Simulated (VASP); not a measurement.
# Mg (P6_3/mmc) in VASP: relaxation of cell and atoms with LDA

Aim: the relaxation of cell and atoms of Mg with LDA.

All numbers are computed with VASP 6.6.1; they aren't measurements. Logs are shortened: lines on timing, memory, paths and dates and some standing lists are left out, and cuts for length are marked.

## 1. The cell of the first run

The structure is hexagonal, space group P6_3/mmc (No. 194). The conventional cell has a = 3.209 Å, b = 3.209 Å, c = 5.210 Å, α = 90.00°, β = 90.00°, γ = 120.00°. Within 4.2 Å of Mg (site symmetry -6m2) lie 12 Mg at 3.20 to 3.21 Å.

## 2. Relaxation of cell and atoms, LDA

The input, INCAR:

```
SYSTEM = Mg
PREC = Accurate
ENCUT = 840
EDIFF = 1E-7
ISMEAR = -1
SIGMA = 0.1
LREAL = .FALSE.
LASPH = .TRUE.
NELM = 120
ALGO = Normal
ISIF = 3
LWAVE = .FALSE.
LCHARG = .FALSE.
IBRION = 2
NSW = 50
EDIFFG = -0.03
GGA_COMPAT = .FALSE.
NELMIN = 4
```

The input, KPOINTS:

```
Automatic mesh
0
G
  9 9 5
  0 0 0
```

The input, POSCAR:

```
Mg
1.0
    3.2093000000      0.0000000000      0.0000000000
   -1.6046500000      2.7793350000      0.0000000000
    0.0000000000      0.0000000000      5.2103000000
Mg
2
Direct
    0.3333333333      0.6666666667      0.2500000000
    0.6666666667      0.3333333333      0.7500000000
```

Potentials or basis: VASP PAW LDA potentials, release 64 (Mg_sv).

Command:

```bash
$ cat potpaw_LDA.64/Mg_sv/POTCAR > POTCAR
$ mpirun -np 1 vasp_std > vasp.out
```

OUTCAR:

```text
SYSTEM = Mg
   PREC = Accurate
   ENCUT = 840
   EDIFF = 1E-7
   ISMEAR = -1
   LREAL = .FALSE.
   LASPH = .TRUE.
   NELM = 120
   ISIF = 3
   IBRION = 2
   NSW = 50
   EDIFFG = -0.03
   NELMIN = 4

 ion  position               nearest neighbor table
   1  0.333  0.667  0.250-
   2  0.667  0.333  0.750-

  LATTYP: Found a hexagonal cell.
 ALAT       =     3.2093000000
 C/A-ratio  =     1.6235004518

  Lattice vectors:

 A1 = (   3.2093000000,   0.0000000000,   0.0000000000)
 A2 = (  -1.6046500000,   2.7793350000,   0.0000000000)
 A3 = (   0.0000000000,   0.0000000000,   5.2103000000)

Analysis of symmetry for initial positions (statically):
=====================================================================
 Subroutine PRICEL returns:
 Original cell was already a primitive cell.

 Routine SETGRP: Setting up the symmetry group for a
 hexagonal supercell.

 Subroutine GETGRP returns: Found 24 space group operations
 (whereof 12 operations were pure point group operations)
 out of a pool of 24 trial point group operations.

The static configuration has the point symmetry D_3d.
 The point group associated with its full space group is D_6h.

Analysis of symmetry for dynamics (positions and initial velocities):
=====================================================================
 Subroutine PRICEL returns:
 Original cell was already a primitive cell.

 Routine SETGRP: Setting up the symmetry group for a
 hexagonal supercell.

 Subroutine GETGRP returns: Found 24 space group operations
 (whereof 12 operations were pure point group operations)
 out of a pool of 24 trial point group operations.

The dynamic configuration has the point symmetry D_3d.
 The point group associated with its full space group is D_6h.

 Subroutine INISYM returns: Found 24 space group operations
 (whereof 12 operations are pure point group operations),
 and found     1 'primitive' translations

----------------------------------------------------------------------------------------

                                     Primitive cell

  volume of cell :      46.4744

  direct lattice vectors                    reciprocal lattice vectors
     3.209300000  0.000000000  0.000000000     0.311594429  0.179899149  0.000000000
    -1.604650000  2.779335000  0.000000000     0.000000000  0.359798297  0.000000000
     0.000000000  0.000000000  5.210300000     0.000000000  0.000000000  0.191927528

  length of vectors
     3.209300000  3.209299716  5.210300000     0.359798265  0.359798297  0.191927528

  position of ions in fractional coordinates (direct lattice)
     0.333333333  0.666666667  0.250000000
     0.666666667  0.333333333  0.750000000

  ion indices of the primitive-cell ions
   primitive index   ion index
                 1           1
                 2           2

----------------------------------------------------------------------------------------

 KPOINTS: Automatic mesh

Automatic generation of k-mesh.
 Grid dimensions read from file:
 generate k-points for:    9    9    5

 Generating k-lattice:

  Cartesian coordinates                     Fractional coordinates (reciprocal lattice)
     0.034621603  0.019988794  0.000000000     0.111111111 -0.000000000  0.000000000
     0.000000000  0.039977589  0.000000000     0.000000000  0.111111111  0.000000000
     0.000000000  0.000000000  0.038385506     0.000000000  0.000000000  0.200000000

  Length of vectors
     0.039977585  0.039977589  0.038385506

  Shift w.r.t. Gamma in fractional coordinates (k-lattice)
     0.000000000  0.000000000  0.000000000

 Subroutine IBZKPT returns following result:
 ===========================================

 Found     36 irreducible k-points:

 Following reciprocal coordinates:
            Coordinates               Weight
  0.000000  0.000000  0.000000      1.000000
  0.111111  0.000000  0.000000      6.000000
  0.222222 -0.000000  0.000000      6.000000
  0.333333  0.000000  0.000000      6.000000
  0.444444 -0.000000  0.000000      6.000000
  0.111111  0.111111  0.000000      6.000000
[... 16 lines left out ...]
  0.333333  0.222222  0.200000     24.000000
  0.333333  0.333333  0.200000      4.000000
 [... further k-points ...]
   k-points           NKPTS =     36   k-points in BZ     NKDIM =     36   number of bands    NBANDS=     14
   number of dos      NEDOS =    301   number of ions     NIONS =      2
   total plane-waves  NPLWV =  45000
   dimension x,y,z NGX =    30 NGY =   30 NGZ =   50
   dimension x,y,z NGXF=    60 NGYF=   60 NGZF=  100
   ions per type =               2
   NGX,Y,Z   is equivalent  to a cutoff of  15.54, 15.54, 15.95 a.u.
   NGXF,Y,Z  is equivalent  to a cutoff of  31.08, 31.08, 31.91 a.u.
 SYSTEM =  Mg
   PREC   = accura    normal or accurate (medium, high low for compatibility)
   ISTART =      0    job   : 0-new  1-cont  2-samecut
   ICHARG =      2    charge: 1-file 2-atom 10-const
   ISPIN  =      1    spin polarized calculation?
   LNONCOLLINEAR =      F non collinear calculations
   LSORBIT =      F    spin-orbit coupling
   LASPH  =      T    aspherical Exc in radial PAW
   ENCUT  =  840.0 eV  61.74 Ry    7.86 a.u.   7.58  7.58 12.31*2*pi/ulx,y,z
   NELM   =    120;   NELMIN=  4; NELMDL= -5     # of ELM steps
   EDIFF  = 0.1E-06   stopping-criterion for ELM
   LREAL  =      F    real-space projection
   EDIFFG = -.3E-01   stopping-criterion for IOM
   NSW    =     50    number of steps for IOM
   IBRION =      2    ionic relax: 0-MD 1-quasi-New 2-CG
   NFREE  =      1    steps in history (QN), initial steepest desc. (CG)
   ISIF   =      3    stress and relaxation
   ISYM   =      2    0-nonsym 1-usesym 2-fastsym
   POTIM  = 0.5000    time-step for ionic-motion
   TEBEG  =    0.0;   TEEND  =   0.0 temperature during run
   PSTRESS=    0.0 pullay stress
   NELECT =      20.0000    total number of electrons
   NUPDOWN=      -1.0000    fix difference up-down
   EMIN   =  10.00;   EMAX   =-10.00  energy-range for DOS
   EFERMI =   0.00;   METHOD = LEGACY
   ISMEAR =    -1;   SIGMA  =   0.10  broadening in eV -4-tet -1-fermi 0-gaus
   EFERMI_NEDOS =   21; number of points for ismear=-14 and -15
   IALGO  =     38    algorithm
   IMIX   =      4    mixing-type and parameters
     AMIX     =   0.40;   BMIX     =  1.00
     AMIX_MAG =   1.60;   BMIX_MAG =  1.00
  volume/ion in A,a.u.               =      23.24       156.81
  Fermi-wavevector in a.u.,A,eV,Ry     =   1.235986  2.335675 20.785092  1.527661
  Thomas-Fermi vector in A             =   2.370613
   LORBIT       =      0    0 simple, 1 ext, 2 COOP (PROOUT), +10 PAW based schemes
   GGA     = CA    functional components
   LHFCALC =     F    Hartree Fock is set to
   AEXX    =    0.0000 exact exchange contribution
   IVDW    =     0    specifies the selected vdW correction
   LEPSILON=     F    determine dielectric tensor
   LRPA    =     F    only Hartree local field effects (RPA)
 conjugate gradient relaxation of ions
 non-spin polarized calculation
  energy-cutoff  :      840.00
  volume of cell :       46.47
 maximum number of plane-waves:      2599
   NGX = 15   NGY = 15   NGZ = 25

--------------------------------------- Ionic step        1  -------------------------------------------

 number of electron      19.9999989 magnetization

 Free energy of the ion-electron system (eV)
  ---------------------------------------------------
  ext. energy  EPLUGINS =         0.00000000
  ---------------------------------------------------
  free energy    TOTEN  =        -3.52390220 eV

  energy without entropy =       -3.49418658  energy(sigma->0) =       -3.50904439

------------------------ aborting loop because EDIFF is reached ----------------------------------------

  FORCE on cell =-STRESS in cart. coord.  units (eV):
  Direction    XX          YY          ZZ          XY          YZ          ZX
  --------------------------------------------------------------------------------------
  -------------------------------------------------------------------------------------
  Total       -0.7941290     -0.7941288     -0.8203806      0.0000000      0.0000000      0.0000000
  in kB      -27.3771151    -27.3771087    -28.2821231      0.0000000      0.0000000      0.0000000
  external PRESSURE =     -27.6787823 kB  Pullay stress =       0.0000000 kB
[... 57 lines left out ...]
  energy  without entropy=       -3.5247401201  energy(sigma->0) =       -3.53870296

--------------------------------------- Ionic step        3  -------------------------------------------

 number of electron      20.0000015 magnetization

 Free energy of the ion-electron system (eV)
  ---------------------------------------------------
  ext. energy  EPLUGINS =         0.00000000
  ---------------------------------------------------
  free energy    TOTEN  =        -3.55411229 eV

  energy without entropy =       -3.52666607  energy(sigma->0) =       -3.54038918

 E-fermi :   2.4899     XC(G=0):  -9.1781

 val. band max:        2.4817556215   @ k =   0.4444  -0.0000   0.4000
 cond. band min:       2.5951119629   @ k =   0.4444   0.1111   0.4000
 fundamental gap:      0.1133563413
 Fermi energy:         2.4899249792

 k-point     1 :       0.0000    0.0000    0.0000
  band No.  band energies     occupation
      1     -72.5787      2.00000
      2     -72.5743      2.00000
      3     -40.0891      2.00000
      4     -40.0514      2.00000
      5     -40.0514      2.00000
      6     -40.0463      2.00000
      7     -40.0450      2.00000
      8     -40.0450      2.00000
      9      -4.6475      2.00000
     10       0.8006      2.00000
     11       1.2776      1.99999
     12      13.7900      0.00000
     13      13.7900      0.00000
     14      13.9643      0.00000
[... 375 lines left out ...]
 k-point    24 :       0.3333    0.3333    0.2000
  band No.  band energies     occupation
      1     -72.5733      2.00000
      2     -72.5733      2.00000
      3     -40.0751      2.00000
      4     -40.0747      2.00000
      5     -40.0747      2.00000
      6     -40.0649      2.00000
      7     -40.0588      2.00000
      8     -40.0588      2.00000
      9       2.0939      1.96260
     10       2.1281      1.94773
     11       2.1281      1.94773
     12       5.3043      0.00000
     13       5.6731      0.00000
     14       5.6731      0.00000

 [... further k-points ...]

------------------------ aborting loop because EDIFF is reached ----------------------------------------

  FORCE on cell =-STRESS in cart. coord.  units (eV):
  Direction    XX          YY          ZZ          XY          YZ          ZX
  --------------------------------------------------------------------------------------
  -------------------------------------------------------------------------------------
  Total       -0.0112719     -0.0112718      0.0280815      0.0000000      0.0000000      0.0000000
  in kB       -0.4188792     -0.4188791      1.0435524      0.0000000      0.0000000      0.0000000
  external PRESSURE =       0.0685980 kB  Pullay stress =       0.0000000 kB
[... 17 lines left out ...]
  FREE ENERGIE OF THE ION-ELECTRON SYSTEM (eV)
  ---------------------------------------------------
  free  energy   TOTEN  =        -3.5541122868 eV

  energy  without entropy=       -3.5266660660  energy(sigma->0) =       -3.54038918

 reached required accuracy - stopping structural energy minimisation
```

Wall time 70 s (1 thread of AMD EPYC 7R13 (Zen 3), shared host); peak memory 0.15 GiB.

Results:

```
Free energy                           : -3.5541 eV
Relaxed volume                        : 21.56 Å³/atom
Relaxed cell                          : a = 3.131 Å, b = 3.131 Å, c = 5.079 Å, α = 90.00°, β = 90.00°, γ = 120.00°
Space group after relaxing (to 0.1 Å) : P6_3/mmc (No. 194)
Energy gained by relaxing             : 15.1 meV/atom
Ionic steps                           : 3
Pressure after relaxing               : 0.0 GPa
Band gap on the k mesh                : zero (bands 10 and 11 overlap by 2.27 eV)
```

Step by step:
| step | energy change (eV) | largest force (eV/Å) | pressure (GPa) | volume (Å³) |
| --- | --- | --- | --- | --- |
| 1 | 0.0000 | 0.0000 | -2.77 | 46.47 |
| 2 | -0.0288 | 0.0000 | -0.66 | 43.83 |
| 3 | -0.0302 | 0.0000 | 0.01 | 43.11 |

Final structure:
```xyz
2
Lattice="3.1309 0.0000 0.0000 -1.5654 2.7114 0.0000 0.0000 0.0000 5.0788" Properties=species:S:1:pos:R:3 pbc="T T T"
Mg    0.0000    1.8076    1.2697
Mg    1.5654    0.9038    3.8091
```

Levels at points of the mesh, in eV from the Fermi level:
```
           k point  band 6  band 7  band 8  band 9  band 10  band 11  band 12  band 13  band 14
(0.00, 0.00, 0.00)  -42.54  -42.53  -42.53   -7.14    -1.69    -1.21    11.30    11.30    11.47
```

The gap in the log of VASP goes by the Fermi energy; the results here count the filled bands.